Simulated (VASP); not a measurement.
Runs of VASP 6.6.1 on TaN. The structure is that of space group P6_3mc (No. 186), or close to it. The cells are those of the table. 

```csv
cell,gap on the mesh (eV),pressure (GPa),largest force (eV/Å)
"a = 3.142, b = 3.142, c = 4.940 Å, angles 90.0, 90.0, 120.0°, 4 atoms",none,89.3,(c)
"a = 3.142, b = 3.142, c = 4.792 Å, angles 90.0, 90.0, 120.0°, 4 atoms",none,107.8,0.86
"a = 3.050, b = 3.050, c = 5.088 Å, angles 90.0, 90.0, 120.0°, 4 atoms",none,111.1,(b)
"a = 3.096, b = 3.096, c = 4.792 Å, angles 90.0, 90.0, 120.0°, 4 atoms",none,128.1,0.15
"a = 3.004, b = 3.004, c = 5.088 Å, angles 90.0, 90.0, 120.0°, 4 atoms",none,(a),4.56
"a = 3.096, b = 3.096, c = 5.088 Å, angles 90.0, 90.0, 120.0°, 4 atoms",none,91.3,2.78
"a = 3.050, b = 3.050, c = 4.866 Å, angles 90.0, 90.0, 120.0°, 4 atoms",none,139.7,1.57
"a = 3.096, b = 3.096, c = 4.940 Å, angles 90.0, 90.0, 120.0°, 4 atoms",none,108.1,1.53
```

Alike in all rows: task single point; level PBEsol; potentials or basis VASP PAW PBE potentials, release 64 (Ta_pv, N); no spin polarisation; k mesh 18 × 18 × 10; cutoff (eV) 520; smearing gaussian 0.15 eV.

Task: Estimate the missing entries.

Result: (a) 133.5; (b) 3.61; (c) 0.82.

Caveats: the PAW data sets were made with another functional, which shifts forces and pressure a little; spin-orbit coupling is left out, which moves the levels of the heavy elements.

A k mesh can miss the band edges, and the runs leave out spin-orbit coupling on Ta.

A gap of «none» marks levels without a gap at the run's occupations.
